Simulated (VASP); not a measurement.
# Au (Imm2) in VASP: single point with PBEsol

Aim: the single point of Au with PBEsol.

Program: VASP 6.6.1. These are calculated values, not measurements. Logs are shortened: lines on timing, memory, paths and dates and some standing lists are left out, and cuts for length are marked.

## Step 1: The cell of the first run

Symmetry: Imm2, No. 44, orthorhombic system. Conventional cell: a = 5.786 Å, b = 8.182 Å, c = 5.786 Å, α = 90.00°, β = 90.00°, γ = 90.00°. Au (site symmetry mm2) has 12 Au at 2.79 to 2.99 Å within 3.7 Å. Within 3.7 Å of Au (site symmetry mm2) lie 12 Au at 2.79 to 2.99 Å. Within 3.7 Å of Au (site symmetry 1) lie 12 Au at 2.84 to 2.94 Å. Within 3.8 Å of Au (site symmetry mm2) lie 12 Au at 2.89 Å. Au (site symmetry mm2) has 12 Au at 2.89 Å within 3.8 Å.

## Step 2: Single point, PBEsol (atom 1 (Au) moved -0.100 Å towards its neighbour atom 2 (Au) at 2.893 Å)

INCAR

```
PREC = Accurate
ENCUT = 520
EDIFF = 1E-6
ISMEAR = 0
SIGMA = 0.15
LREAL = False
LASPH = True
NELM = 60
ALGO = Fast
ISIF = 2
LWAVE = False
LCHARG = False
GGA = PS
NBANDS = 54
```

KPOINTS

```
regular mesh
0
Gamma
  10 10 10
```

POSCAR

```
Au
1.0
   -4.0910000000     -4.0910000000      0.0000000000
   -4.0910000000      0.0000000000     -4.0910000000
    0.0000000000     -4.0910000000     -4.0910000000
Au
8
Direct
    0.5172844483      0.5000000000      0.5000000000
    0.0000000000      0.5000000000      0.5000000000
    0.5000000000      0.0000000000      0.5000000000
    0.0000000000      0.0000000000      0.5000000000
    0.5000000000      0.5000000000      0.0000000000
    0.0000000000      0.5000000000      0.0000000000
    0.5000000000      0.0000000000      0.0000000000
    0.0000000000      0.0000000000      0.0000000000
```

Potentials or basis: VASP PAW PBE potentials, release 64 (Au).

The run is started by

```console
> cat potpaw_PBE.64/Au/POTCAR > POTCAR
> mpirun -np 1 vasp_std > vasp.out
```

OUTCAR:

```text
PREC = Accurate
   ENCUT = 520
   EDIFF = 1E-6
   ISMEAR = 0
   LREAL = False
   LASPH = True
   NELM = 60
   ISIF = 2
   GGA = PS

 ion  position               nearest neighbor table
   1  0.517  0.500  0.500-   2 2.79   3 2.84   5 2.84   6 2.84   4 2.84   7 2.89   7 2.89   5 2.94
                             3 2.94   4 2.94   6 2.94   2 2.99
   2  0.000  0.500  0.500-   1 2.79   4 2.89   6 2.89   5 2.89   6 2.89   8 2.89   3 2.89   4 2.89
                             8 2.89   3 2.89   5 2.89   1 2.99
   3  0.500  0.000  0.500-   1 2.84   7 2.89   5 2.89   7 2.89   8 2.89   4 2.89   2 2.89   5 2.89
                             2 2.89   4 2.89   8 2.89   1 2.94
   4  0.000  0.000  0.500-   1 2.84   2 2.89   3 2.89   8 2.89   6 2.89   7 2.89   8 2.89   2 2.89
                             6 2.89   3 2.89   7 2.89   1 2.94
   5  0.500  0.500  0.000-   1 2.84   7 2.89   6 2.89   2 2.89   3 2.89   3 2.89   7 2.89   8 2.89
                             2 2.89   6 2.89   8 2.89   1 2.94
   6  0.000  0.500  0.000-   1 2.84   2 2.89   5 2.89   8 2.89   2 2.89   4 2.89   4 2.89   7 2.89
                             8 2.89   5 2.89   7 2.89   1 2.94
   7  0.500  0.000  0.000-   3 2.89   5 2.89   8 2.89   3 2.89   4 2.89   5 2.89   6 2.89   4 2.89
                             6 2.89   8 2.89   1 2.89   1 2.89
   8  0.000  0.000  0.000-   4 2.89   6 2.89   7 2.89   2 2.89   3 2.89   4 2.89   2 2.89   5 2.89
                             6 2.89   3 2.89   5 2.89   7 2.89

  LATTYP: Found a face centered cubic cell.
 ALAT       =     8.1820000000

  Lattice vectors:

 A1 = (  -4.0910000000,  -4.0910000000,   0.0000000000)
 A2 = (  -4.0910000000,   0.0000000000,  -4.0910000000)
 A3 = (   0.0000000000,  -4.0910000000,  -4.0910000000)

Analysis of symmetry for initial positions (statically):
=====================================================================
 Subroutine PRICEL returns:
 Original cell was already a primitive cell.

 Routine SETGRP: Setting up the symmetry group for a
 face centered cubic supercell.

 Subroutine GETGRP returns: Found  4 space group operations
 (whereof  4 operations were pure point group operations)
 out of a pool of 48 trial point group operations.

The static configuration has the point symmetry C_2v.

Analysis of symmetry for dynamics (positions and initial velocities):
=====================================================================
 Subroutine PRICEL returns:
 Original cell was already a primitive cell.

 Routine SETGRP: Setting up the symmetry group for a
 face centered cubic supercell.

 Subroutine GETGRP returns: Found  4 space group operations
 (whereof  4 operations were pure point group operations)
 out of a pool of 48 trial point group operations.

The dynamic configuration has the point symmetry C_2v.

 Subroutine INISYM returns: Found  4 space group operations
 (whereof  4 operations are pure point group operations),
 and found     1 'primitive' translations

----------------------------------------------------------------------------------------

                                     Primitive cell

  volume of cell :     136.9363

  direct lattice vectors                    reciprocal lattice vectors
    -4.091000000 -4.091000000  0.000000000    -0.122219506 -0.122219506  0.122219506
    -4.091000000  0.000000000 -4.091000000    -0.122219506  0.122219506 -0.122219506
     0.000000000 -4.091000000 -4.091000000     0.122219506 -0.122219506 -0.122219506

  length of vectors
     5.785547684  5.785547684  5.785547684     0.211690394  0.211690394  0.211690394

  position of ions in fractional coordinates (direct lattice)
     0.517284448  0.500000000  0.500000000
     0.000000000  0.500000000  0.500000000
     0.500000000  0.000000000  0.500000000
     0.000000000  0.000000000  0.500000000
     0.500000000  0.500000000  0.000000000
     0.000000000  0.500000000  0.000000000
     0.500000000  0.000000000  0.000000000
     0.000000000  0.000000000  0.000000000

  ion indices of the primitive-cell ions
   primitive index   ion index
                 1           1
                 2           2
                 3           3
                 4           4
                 5           5
                 6           6
                 7           7
                 8           8

----------------------------------------------------------------------------------------

 KPOINTS: regular mesh

Automatic generation of k-mesh.
 Grid dimensions read from file:
 generate k-points for:   10   10   10

 Generating k-lattice:

  Cartesian coordinates                     Fractional coordinates (reciprocal lattice)
    -0.012221951 -0.012221951  0.012221951     0.100000000  0.000000000  0.000000000
    -0.012221951  0.012221951 -0.012221951     0.000000000  0.100000000  0.000000000
     0.012221951 -0.012221951 -0.012221951     0.000000000  0.000000000  0.100000000

  Length of vectors
     0.021169039  0.021169039  0.021169039

  Shift w.r.t. Gamma in fractional coordinates (k-lattice)
     0.000000000  0.000000000  0.000000000

 Subroutine IBZKPT returns following result:
 ===========================================

 Found    171 irreducible k-points:

 Following reciprocal coordinates:
            Coordinates               Weight
  0.000000  0.000000  0.000000      1.000000
  0.100000  0.000000  0.000000      4.000000
  0.000000  0.100000  0.000000      4.000000
  0.200000  0.000000  0.000000      4.000000
  0.000000  0.200000  0.000000      4.000000
  0.300000  0.000000  0.000000      4.000000
[... 16 lines left out ...]
  0.000000  0.400000  0.100000      4.000000
  0.100000  0.000000  0.400000      8.000000
 [... further k-points ...]
   k-points           NKPTS =    171   k-points in BZ     NKDIM =    171   number of bands    NBANDS=     54
   number of dos      NEDOS =    301   number of ions     NIONS =      8
   total plane-waves  NPLWV = 110592
   dimension x,y,z NGX =    48 NGY =   48 NGZ =   48
   dimension x,y,z NGXF=    96 NGYF=   96 NGZF=   96
   ions per type =               8
   NGX,Y,Z   is equivalent  to a cutoff of  13.79, 13.79, 13.79 a.u.
   NGXF,Y,Z  is equivalent  to a cutoff of  27.59, 27.59, 27.59 a.u.
 SYSTEM =  unknown system
   PREC   = accura    normal or accurate (medium, high low for compatibility)
   ISTART =      0    job   : 0-new  1-cont  2-samecut
   ICHARG =      2    charge: 1-file 2-atom 10-const
   ISPIN  =      1    spin polarized calculation?
   LNONCOLLINEAR =      F non collinear calculations
   LSORBIT =      F    spin-orbit coupling
   LASPH  =      T    aspherical Exc in radial PAW
   ENCUT  =  520.0 eV  38.22 Ry    6.18 a.u.  10.76 10.76 10.76*2*pi/ulx,y,z
   NELM   =     60;   NELMIN=  2; NELMDL= -5     # of ELM steps
   EDIFF  = 0.1E-05   stopping-criterion for ELM
   LREAL  =      F    real-space projection
   EDIFFG = 0.1E-04   stopping-criterion for IOM
   NSW    =      0    number of steps for IOM
   IBRION =     -1    ionic relax: 0-MD 1-quasi-New 2-CG
   NFREE  =      0    steps in history (QN), initial steepest desc. (CG)
   ISIF   =      2    stress and relaxation
   ISYM   =      2    0-nonsym 1-usesym 2-fastsym
   POTIM  = 0.5000    time-step for ionic-motion
   TEBEG  =    0.0;   TEEND  =   0.0 temperature during run
   PSTRESS=    0.0 pullay stress
   NELECT =      88.0000    total number of electrons
   NUPDOWN=      -1.0000    fix difference up-down
   EMIN   =  10.00;   EMAX   =-10.00  energy-range for DOS
   EFERMI =   0.00;   METHOD = LEGACY
   ISMEAR =     0;   SIGMA  =   0.15  broadening in eV -4-tet -1-fermi 0-gaus
   EFERMI_NEDOS =   21; number of points for ismear=-14 and -15
   IALGO  =     68    algorithm
   IMIX   =      4    mixing-type and parameters
     AMIX     =   0.40;   BMIX     =  1.00
     AMIX_MAG =   1.60;   BMIX_MAG =  1.00
  volume/ion in A,a.u.               =      17.12       115.51
  Fermi-wavevector in a.u.,A,eV,Ry     =   1.412742  2.669696 27.155058  1.995840
  Thomas-Fermi vector in A             =   2.534459
   LORBIT       =      0    0 simple, 1 ext, 2 COOP (PROOUT), +10 PAW based schemes
   GGA     = PS    functional components
   LHFCALC =     F    Hartree Fock is set to
   AEXX    =    0.0000 exact exchange contribution
   IVDW    =     0    specifies the selected vdW correction
   LEPSILON=     F    determine dielectric tensor
   LRPA    =     F    only Hartree local field effects (RPA)
 non-spin polarized calculation
 RMM-DIIS sequential band-by-band and
 Gauss-broadening in eV      SIGMA  =   0.15
  energy-cutoff  :      520.00
  volume of cell :      136.94
 maximum number of plane-waves:      3708
 NGX is ok and might be reduce to    48
   NGX = 21   NGY = 21   NGZ = 21

 number of electron      88.0000001 magnetization

 Free energy of the ion-electron system (eV)
  ---------------------------------------------------
  ext. energy  EPLUGINS =         0.00000000
  ---------------------------------------------------
  free energy    TOTEN  =       -31.37037365 eV

  energy without entropy =      -31.34636622  energy(sigma->0) =      -31.35836993

 E-fermi :   9.1764     XC(G=0): -12.8575

 val. band max:        9.1746347060   @ k =   0.4000  -0.3000  -0.3000
 cond. band min:       9.1796554594   @ k =   0.2000   0.0000   0.5000
 fundamental gap:      0.0050207534
 Fermi energy:         9.1763710003

 k-point     1 :       0.0000    0.0000    0.0000
  band No.  band energies     occupation
      1      -0.6710      2.00000
      2       1.9059      2.00000
      3       1.9068      2.00000
      4       1.9125      2.00000
      5       1.9153      2.00000
      6       2.1687      2.00000
[... 46 lines left out ...]
     53      14.9028      0.00000
     54      14.9140      0.00000

 k-point     2 :       0.1000    0.0000    0.0000
  band No.  band energies     occupation
      1      -0.5838      2.00000
      2       1.9089      2.00000
      3       1.9697      2.00000
      4       1.9771      2.00000
      5       1.9773      2.00000
      6       2.2170      2.00000
[... 46 lines left out ...]
     53      15.1138      0.00000
     54      15.1263      0.00000
[... 1195 lines left out ...]
     53      14.9676      0.00000
     54      17.0408      0.00000

 k-point    24 :       0.1000    0.0000    0.4000
  band No.  band energies     occupation
      1       0.4862      2.00000
      2       1.7356      2.00000
      3       2.5865      2.00000
      4       2.6009      2.00000
      5       2.6263      2.00000
      6       2.7066      2.00000
[... 46 lines left out ...]
     53      14.9572      0.00000
     54      17.0400      0.00000

 [... further k-points ...]
[... 5 lines left out ...]
  --------------------------------------------------------------------------------------
  -------------------------------------------------------------------------------------
  Total       -0.8802000     -0.8802000     -0.8877735      0.0807437     -0.0000000      0.0000000
  in kB      -10.2984894    -10.2984894    -10.3870999      0.9447152     -0.0000000      0.0000000
  external PRESSURE =     -10.3280262 kB  Pullay stress =       0.0000000 kB

 VOLUME and BASIS-vectors are now :
 -----------------------------------------------------------------------------
  energy-cutoff  :      520.00
  volume of cell :      136.94
      direct lattice vectors                 reciprocal lattice vectors
    -4.091000000 -4.091000000  0.000000000    -0.122219506 -0.122219506  0.122219506
    -4.091000000  0.000000000 -4.091000000    -0.122219506  0.122219506 -0.122219506
     0.000000000 -4.091000000 -4.091000000     0.122219506 -0.122219506 -0.122219506

 POSITION                                       TOTAL-FORCE (eV/Angst)
 -----------------------------------------------------------------------------------
     -4.16171     -4.16171     -4.09100         0.486849      0.486849      0.000000
     -2.04550     -2.04550     -4.09100        -0.310703     -0.310703      0.000000
     -2.04550     -4.09100     -2.04550        -0.136601      0.046370     -0.162903
      0.00000     -2.04550     -2.04550         0.046370     -0.136601      0.162903
     -4.09100     -2.04550     -2.04550         0.046370     -0.136601     -0.162903
     -2.04550      0.00000     -2.04550        -0.136601      0.046370      0.162903
     -2.04550     -2.04550      0.00000         0.025406      0.025406      0.000000
      0.00000      0.00000      0.00000        -0.021090     -0.021090      0.000000
 -----------------------------------------------------------------------------------
    total drift:                               -0.000008     -0.000008      0.000000

  FREE ENERGIE OF THE ION-ELECTRON SYSTEM (eV)
  ---------------------------------------------------
  free  energy   TOTEN  =       -31.3703736452 eV

  energy  without entropy=      -31.3463662219  energy(sigma->0) =      -31.35836993
```

It took 46 min on 1 thread of Oxide Virtual Turin-like, shared host; peak memory 0.89 GiB.

What came out:

* Free energy: -31.3704 eV
* Pressure: -1.0 GPa
* Largest force: 0.689 eV/Å
* Band gap on the k mesh: zero (bands 44 and 45 overlap by 1.95 eV)

Forces in eV/Å, atoms in the order of the input:
```
Au   0.487  0.487  0.000
Au  -0.311 -0.311  0.000
Au  -0.137  0.046 -0.163
Au   0.046 -0.137  0.163
Au   0.046 -0.137 -0.163
Au  -0.137  0.046  0.163
Au   0.025  0.025  0.000
Au  -0.021 -0.021  0.000
```

Levels at points of the mesh, in eV from the Fermi level:
| k point | band 40 | band 41 | band 42 | band 43 | band 44 | band 45 | band 46 | band 47 | band 48 | band 49 |
| --- | --- | --- | --- | --- | --- | --- | --- | --- | --- | --- |
| (0.00, 0.00, 0.00) | -1.59 | -1.59 | -0.98 | -0.98 | -0.97 | -0.95 | 1.00 | 1.00 | 1.01 | 3.04 |
| (0.50, 0.00, 0.00) | -1.83 | -1.82 | -1.81 | 0.99 | 1.01 | 1.02 | 1.04 | 1.06 | 1.08 | 5.26 |
| (0.00, 0.50, 0.00) | -1.82 | -1.82 | -1.80 | 0.97 | 0.99 | 1.03 | 1.04 | 1.08 | 1.09 | 5.30 |
| (0.50, 0.50, 0.00) | -2.52 | -1.59 | -1.59 | -0.30 | -0.26 | -0.26 | -0.22 | 4.68 | 4.69 | 6.20 |
| (0.00, 0.50, 0.50) | -2.55 | -1.59 | -1.59 | -0.31 | -0.26 | -0.26 | -0.21 | 4.68 | 4.69 | 6.26 |

Caveat: the cell differs from its parent crystal (atom 1 (Au) moved -0.100 Å towards its neighbour atom 2 (Au) at 2.893 Å); the PAW data sets were made with another functional, which shifts forces and pressure a little; spin-orbit coupling is left out, which moves the levels of the heavy elements.
